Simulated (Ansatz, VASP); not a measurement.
**Two plane-wave programs on Be5ZnSe6**

```
Be Zn Se
1.0
     6.43503    0.00000    0.00000
    -3.21752    5.57290    0.00000
     0.00000    0.00000    6.11843
Be Zn Se
5 1 6
Direct
  0.66003 0.00000 0.00543
  0.33997 0.33997 0.00543
  0.00000 0.66003 0.00543
  0.66667 0.33333 0.50460
  0.33333 0.66667 0.50460
  0.00000 0.00000 0.50764
  0.64182 0.00000 0.37294
  0.35818 0.35818 0.37294
  0.00000 0.64182 0.37294
  0.00000 0.00000 0.90811
  0.66667 0.33333 0.87497
  0.33333 0.66667 0.87497
```

Alike in both runs: functional PBE; k mesh 6 × 6 × 4; occupations gaussian, width 0.02 eV; no spin polarisation.

Ansatz relaxed the structure, and its values are those at the end. VASP's run is a single point on that final structure, the one shown.

```csv
,VASP,Ansatz
version,VASP 6.6.1,Ansatz 0.2.0
potentials or method,"VASP PAW PBE potentials, release 64 (Be, Zn, Se), cutoff 520 eV","scalar-relativistic, plane waves, PAW"
valence electrons in the cell,58,118
```

|  | VASP | Ansatz | Ansatz less VASP |
| --- | --- | --- | --- |
| gap on the k mesh at the Fermi level (eV) | 2.97 | 2.97 | +0.008 |
| least direct gap on the mesh (eV) | 3.27 | 3.27 | +0.002 |
| pressure (GPa) | 0.2 | 0.0 | -0.19 |
| rms of the force components (eV/Å) | 0.003 | 0.001 | -0.0024 |

With one functional, cell and mesh, what is left measures potentials, basis and numerics. VASP's potentials hold 58 valence electrons a cell and Ansatz's 118, so a difference there can come from the potentials and not from the codes.
